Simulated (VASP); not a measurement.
# PbO2 (Fm-3m) in VASP: further runs

Runs on PbO2. Level: PBE. Tasks: single point, relaxation of cell and atoms.

Program: VASP 6.6.1. These are calculated values, not measurements. Logs are shortened: lines on timing, memory, paths and dates and some standing lists are left out, and cuts for length are marked.

## Step 1: The cell of the first run

Symmetry: Fm-3m, No. 225, cubic system. Conventional cell: a = 5.401 Å, b = 5.401 Å, c = 5.401 Å, α = 90.00°, β = 90.00°, γ = 90.00°. Pb (site symmetry m-3m) has 8 O at 2.34 Å within 3.1 Å. Within 3.1 Å of O (site symmetry -43m) lie 4 Pb at 2.34 Å and 6 O at 2.70 Å.

## Step 2: Single point, PBE

Input file INCAR:

```
ALGO = Normal
EDIFF = 1E-6
ENCUT = 520
GGA = PE
ISIF = 2
ISMEAR = 0
LASPH = T
LCHARG = T
LELF = T
LREAL = F
LVHAR = T
LWAVE = F
NBANDS = 20
NELM = 100
PREC = Accurate
SIGMA = 0.1
```

Input file KPOINTS:

```
k-points
0
Gamma
  6 6 6
```

Input file POSCAR:

```
PbO2
1.0
    0.0000000000      2.7003786901      2.7003786901
    2.7003786901      0.0000000000      2.7003786901
    2.7003786901      2.7003786901      0.0000000000
Pb O
1 2
Direct
    0.0000000000      0.0000000000      0.0000000000
    0.2500000000      0.2500000000      0.2500000000
    0.7500000000      0.7500000000      0.7500000000
```

Potentials or basis: VASP PAW PBE potentials, release 64 (Pb_d, O).

Started as:

```bash
$ cat potpaw_PBE.64/Pb_d/POTCAR potpaw_PBE.64/O/POTCAR > POTCAR
$ mpirun -np 1 vasp_std > vasp.out
```

OUTCAR:

```text
EDIFF = 1E-6
   ENCUT = 520
   GGA = PE
   ISIF = 2
   ISMEAR = 0
   LASPH = T
   LREAL = F
   NELM = 100
   PREC = Accurate

 ion  position               nearest neighbor table
   1  0.000  0.000  0.000-   3 2.34   3 2.34   3 2.34   2 2.34   3 2.34   2 2.34   2 2.34   2 2.34

   2  0.250  0.250  0.250-   1 2.34   1 2.34   1 2.34   1 2.34
   3  0.750  0.750  0.750-   1 2.34   1 2.34   1 2.34   1 2.34

  LATTYP: Found a face centered cubic cell.
 ALAT       =     5.4007573802

  Lattice vectors:

 A1 = (   0.0000000000,   2.7003786901,   2.7003786901)
 A2 = (   2.7003786901,   0.0000000000,   2.7003786901)
 A3 = (   2.7003786901,   2.7003786901,   0.0000000000)

Analysis of symmetry for initial positions (statically):
=====================================================================
 Subroutine PRICEL returns:
 Original cell was already a primitive cell.

 Routine SETGRP: Setting up the symmetry group for a
 face centered cubic supercell.

 Subroutine GETGRP returns: Found 48 space group operations
 (whereof 48 operations were pure point group operations)
 out of a pool of 48 trial point group operations.

The static configuration has the point symmetry O_h .

Analysis of symmetry for dynamics (positions and initial velocities):
=====================================================================
 Subroutine PRICEL returns:
 Original cell was already a primitive cell.

 Routine SETGRP: Setting up the symmetry group for a
 face centered cubic supercell.

 Subroutine GETGRP returns: Found 48 space group operations
 (whereof 48 operations were pure point group operations)
 out of a pool of 48 trial point group operations.

The dynamic configuration has the point symmetry O_h .

 Subroutine INISYM returns: Found 48 space group operations
 (whereof 48 operations are pure point group operations),
 and found     1 'primitive' translations

----------------------------------------------------------------------------------------

                                     Primitive cell

  volume of cell :      39.3826

  direct lattice vectors                    reciprocal lattice vectors
     0.000000000  2.700378690  2.700378690    -0.185159216  0.185159216  0.185159216
     2.700378690  0.000000000  2.700378690     0.185159216 -0.185159216  0.185159216
     2.700378690  2.700378690  0.000000000     0.185159216  0.185159216 -0.185159216
[... 73 lines left out ...]
   LSORBIT =      F    spin-orbit coupling
   LASPH  =      T    aspherical Exc in radial PAW
   ENCUT  =  520.0 eV  38.22 Ry    6.18 a.u.   7.10  7.10  7.10*2*pi/ulx,y,z
   NELM   =    100;   NELMIN=  2; NELMDL= -5     # of ELM steps
   EDIFF  = 0.1E-05   stopping-criterion for ELM
   LREAL  =      F    real-space projection
   EDIFFG = 0.1E-04   stopping-criterion for IOM
   NSW    =      0    number of steps for IOM
   IBRION =     -1    ionic relax: 0-MD 1-quasi-New 2-CG
   NFREE  =      0    steps in history (QN), initial steepest desc. (CG)
   ISIF   =      2    stress and relaxation
   ISYM   =      2    0-nonsym 1-usesym 2-fastsym
   POTIM  = 0.5000    time-step for ionic-motion
   TEBEG  =    0.0;   TEEND  =   0.0 temperature during run
   PSTRESS=    0.0 pullay stress
   NELECT =      26.0000    total number of electrons
   NUPDOWN=      -1.0000    fix difference up-down
   EMIN   =  10.00;   EMAX   =-10.00  energy-range for DOS
   EFERMI =   0.00;   METHOD = LEGACY
   ISMEAR =     0;   SIGMA  =   0.10  broadening in eV -4-tet -1-fermi 0-gaus
   EFERMI_NEDOS =   21; number of points for ismear=-14 and -15
   IALGO  =     38    algorithm
   IMIX   =      4    mixing-type and parameters
     AMIX     =   0.40;   BMIX     =  1.00
     AMIX_MAG =   1.60;   BMIX_MAG =  1.00
  volume/ion in A,a.u.               =      13.13        88.59
  Fermi-wavevector in a.u.,A,eV,Ry     =   1.425491  2.693788 27.647390  2.032026
  Thomas-Fermi vector in A             =   2.545870
   LORBIT       =      0    0 simple, 1 ext, 2 COOP (PROOUT), +10 PAW based schemes
   GGA     = PE    functional components
   LHFCALC =     F    Hartree Fock is set to
   AEXX    =    0.0000 exact exchange contribution
   IVDW    =     0    specifies the selected vdW correction
   LEPSILON=     F    determine dielectric tensor
   LRPA    =     F    only Hartree local field effects (RPA)
 non-spin polarized calculation
 Gauss-broadening in eV      SIGMA  =   0.10
  energy-cutoff  :      520.00
  volume of cell :       39.38
 maximum number of plane-waves:      1068
   NGX = 15   NGY = 15   NGZ = 15

 number of electron      25.9999990 magnetization

 Free energy of the ion-electron system (eV)
  ---------------------------------------------------
  ext. energy  EPLUGINS =         0.00000000
  ---------------------------------------------------
  free energy    TOTEN  =       -15.60947325 eV

  energy without entropy =      -15.60824367  energy(sigma->0) =      -15.60885846

 E-fermi :   5.7476     XC(G=0): -11.1533

 val. band max:        5.6498650994   @ k =  -0.3333   0.5000   0.1667
 cond. band min:       5.9661407311   @ k =   0.1667   0.1667   0.0000
 fundamental gap:      0.3162756318
 Fermi energy:         5.7476097380

 k-point     1 :       0.0000    0.0000    0.0000
  band No.  band energies     occupation
      1     -12.8574      2.00000
      2     -10.0399      2.00000
      3     -10.0399      2.00000
      4     -10.0399      2.00000
      5     -10.0357      2.00000
      6      -9.8067      2.00000
[... 357 lines left out ...]
     19      22.1864      0.00000
     20      22.5403      0.00000

------------------------ aborting loop because EDIFF is reached ----------------------------------------

  FORCE on cell =-STRESS in cart. coord.  units (eV):
  Direction    XX          YY          ZZ          XY          YZ          ZX
  --------------------------------------------------------------------------------------
  -------------------------------------------------------------------------------------
  Total        0.1177196      0.1177196      0.1177196      0.0000000      0.0000000     -0.0000000
  in kB        4.7891171      4.7891171      4.7891171      0.0000000      0.0000000     -0.0000000
  external PRESSURE =       4.7891171 kB  Pullay stress =       0.0000000 kB

 VOLUME and BASIS-vectors are now :
 -----------------------------------------------------------------------------
  energy-cutoff  :      520.00
  volume of cell :       39.38
      direct lattice vectors                 reciprocal lattice vectors
     0.000000000  2.700378690  2.700378690    -0.185159216  0.185159216  0.185159216
     2.700378690  0.000000000  2.700378690     0.185159216 -0.185159216  0.185159216
     2.700378690  2.700378690  0.000000000     0.185159216  0.185159216 -0.185159216

 POSITION                                       TOTAL-FORCE (eV/Angst)
 -----------------------------------------------------------------------------------
      0.00000      0.00000      0.00000         0.000000      0.000000     -0.000000
      1.35019      1.35019      1.35019        -0.000000     -0.000000      0.000000
      4.05057      4.05057      4.05057         0.000000      0.000000      0.000000
 -----------------------------------------------------------------------------------
    total drift:                                0.000000     -0.000000      0.000000

  FREE ENERGIE OF THE ION-ELECTRON SYSTEM (eV)
  ---------------------------------------------------
  free  energy   TOTEN  =       -15.6094732453 eV

  energy  without entropy=      -15.6082436701  energy(sigma->0) =      -15.60885846
```

Wall time 6.7 s (1 thread of Intel Xeon 6975P-C, shared host); peak memory 0.16 GiB.

What came out:

* Free energy: -15.6095 eV
* Pressure: 0.5 GPa
* Band gap on the k mesh: zero (band 13 reaches 5.65 eV, above the bottom of band 14 at 4.46 eV)

Caveat: spin-orbit coupling is left out, which moves the levels of the heavy elements.

## Step 3: Relaxation of cell and atoms, PBE

This run uses another cell than the first one, of 11.20 Å³/atom, 0.853 times its volume.

Input file INCAR:

```
PREC     = Accurate       # precision mode
ENCUT    = 600            # plane-wave cutoff, eV
EDIFF    = 1E-7           # SCF threshold, eV
ISMEAR   = 0              # smearing method
SIGMA    = 0.1            # smearing width, eV
LREAL    = False          # projectors in reciprocal space
LASPH    = True           # aspherical terms in the spheres
NELM     = 100            # most SCF steps
ALGO     = Normal         # electronic algorithm
ISIF     = 3              # what is computed and relaxed
LWAVE    = False          # write WAVECAR
LCHARG   = False          # write CHGCAR
GGA      = PE             # functional
IBRION   = 2              # ionic algorithm
NSW      = 100            # ionic steps
EDIFFG   = -0.05          # ionic threshold
```

Input file KPOINTS:

```
regular mesh
0
Gamma
  6 6 6
```

Input file POSCAR:

```
PbO2
1.0
    0.0000000000      2.5612632673      2.5612632673
    2.5612632673      0.0000000000      2.5612632673
    2.5612632673      2.5612632673      0.0000000000
Pb O
1 2
Direct
    0.0000000000      0.0000000000      0.0000000000
    0.2500000000      0.2500000000      0.2500000000
    0.7500000000      0.7500000000      0.7500000000
```

Potentials or basis: VASP PAW PBE potentials, release 64 (Pb_d, O).

Started as:

```bash
$ cat potpaw_PBE.64/Pb_d/POTCAR potpaw_PBE.64/O/POTCAR > POTCAR
$ mpirun -np 1 vasp_std > vasp.out
```

Wall time 24 s (1 thread of Intel Xeon 6975P-C, shared host); peak memory 0.18 GiB.

It converged, with:

- Free energy: -15.6025 eV
- Relaxed volume: 13.21 Å³/atom
- Relaxed cell: a = 3.827 Å, b = 3.827 Å, c = 3.827 Å, α = 60.00°, β = 60.00°, γ = 60.00°
- Space group after relaxing (to 0.05 Å): Fm-3m (No. 225)
- Energy gained by relaxing: 170.3 meV/atom
- Ionic steps: 3
- Pressure after relaxing: -0.4 GPa
- Band gap on the k mesh: zero (band 13 reaches 5.57 eV, above the bottom of band 14 at 4.39 eV)

Step by step:
| step | energy change (eV) | largest force (eV/Å) | pressure (GPa) | volume (Å³) |
| --- | --- | --- | --- | --- |
| 1 | 0.0000 | 0.0000 | 32.55 | 33.60 |
| 2 | -0.1978 | 0.0000 | -13.50 | 45.93 |
| 3 | -0.5108 | 0.0000 | -0.37 | 39.63 |

Final structure:
```
Pb O
1.0
     0.00000    2.70613    2.70613
     2.70613    0.00000    2.70613
     2.70613    2.70613    0.00000
Pb O
1 2
Direct
  0.00000 0.00000 0.00000
  0.25000 0.25000 0.25000
  0.75000 0.75000 0.75000
```

Levels at points of the mesh, in eV from the Fermi level:
```tsv
k point	band 11	band 12	band 13	band 14	band 15	band 16
(0.00, 0.00, 0.00)	-2.05	-1.28	-1.28	-1.28	6.88	6.88
(0.50, 0.00, 0.00)	-2.82	-1.49	-1.49	2.45	7.03	9.37
(0.50, 0.50, 0.00)	-0.32	-0.22	-0.22	1.56	6.07	9.35
```

Caveat: the volume moved by over 15 % at a fixed basis, so the end points are rough; spin-orbit coupling is left out, which moves the levels of the heavy elements; the volume moved by +18 % from the deposited cell, more than functionals usually miss. Zero-point motion and thermal expansion aren't in these numbers.
